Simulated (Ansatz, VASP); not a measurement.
**Two plane-wave programs on Sr3MgO4**

```
CELL_PARAMETERS angstrom
-2.50496 2.50496 4.91374
2.50496 -2.50496 4.91374
2.50496 2.50496 -4.91374
ATOMIC_POSITIONS crystal
Mg 0.00000 0.00000 0.00000
O 0.78417 0.78417 0.00000
O 0.00000 0.50000 0.50000
O 0.21583 0.21583 0.00000
O 0.50000 0.00000 0.50000
Sr 0.25000 0.75000 0.50000
Sr 0.50000 0.50000 0.00000
Sr 0.75000 0.25000 0.50000
```

Alike in both runs: task single point; functional PBE; k mesh 8 × 8 × 8; occupations fermi-dirac, width 0.02 eV; no spin polarisation.

|  | VASP | Ansatz |
| --- | --- | --- |
| version | VASP 6.6.1 | Ansatz 0.2.0 |
| potentials or method | VASP PAW PBE potentials, release 64 (Mg, O, Sr_sv) | plane waves, PAW |
| plane-wave cutoff (eV) | 520 | 420 |
| valence electrons in the cell | 56 | 64 |

```tsv
	VASP	Ansatz	Ansatz less VASP
gap on the k mesh at the Fermi level (eV)	3.15	3.18	+0.029
pressure (GPa)	2.7	2.2	-0.52
rms of the force components (eV/Å)	0.008	0.018	+0.0101
```

With one functional, cell and mesh, what is left measures potentials, basis and numerics. VASP's potentials hold 56 valence electrons a cell and Ansatz's 64, so a difference there can come from the potentials and not from the codes.
